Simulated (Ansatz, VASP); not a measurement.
Sr3Ta2O in VASP and in Ansatz

```
Sr Ta O
1.0
     5.61672    0.00000    0.00000
    -2.80836    4.86423    0.00000
     0.00000    0.00000    5.91025
Sr Ta O
3 2 1
Direct
  0.00000 0.00000 0.50000
  0.33333 0.66667 0.00000
  0.33333 0.66667 0.50000
  0.66667 0.33333 0.29753
  0.66667 0.33333 0.70247
  0.00000 0.00000 0.00000
```

Change from the starting cell: species swapped into the Eu2Si3Au type (P-6m2, No. 187).

Alike in both runs: task relaxation of cell and atoms; functional PBE; k mesh 12 × 12 × 6; occupations gaussian, width 0.1 eV; no spin polarisation.

|  | VASP | Ansatz |
| --- | --- | --- |
| version | VASP 6.6.1 | Ansatz 0.2.0 |
| potentials or method | VASP PAW PBE potentials, release 64 (Sr_sv, Ta_pv, O), cutoff 600 eV | scalar-relativistic, plane waves, PAW |
| valence electrons in the cell | 58 | 62 |

VASP gave:

```
gap on the k mesh at the Fermi level, each at its own relaxed structure (eV) : none
relaxed volume (Å³/atom)                                                     : 26.85
relaxed length of the cell vector where the two differ most in proportion (Å)              : 5.886
```

Question: Estimate Ansatz's values.

Answer: gap on the k mesh at the Fermi level, each at its own relaxed structure (eV): none; relaxed volume (Å³/atom): 26.64; relaxed length of the cell vector where the two differ most in proportion (Å): 5.840.

A gap of «none» marks a metal or a gap that the smearing closes. VASP's potentials hold 58 valence electrons a cell and Ansatz's 62, so a difference there can come from the potentials and not from the codes.

Neither program's run includes spin-orbit coupling.
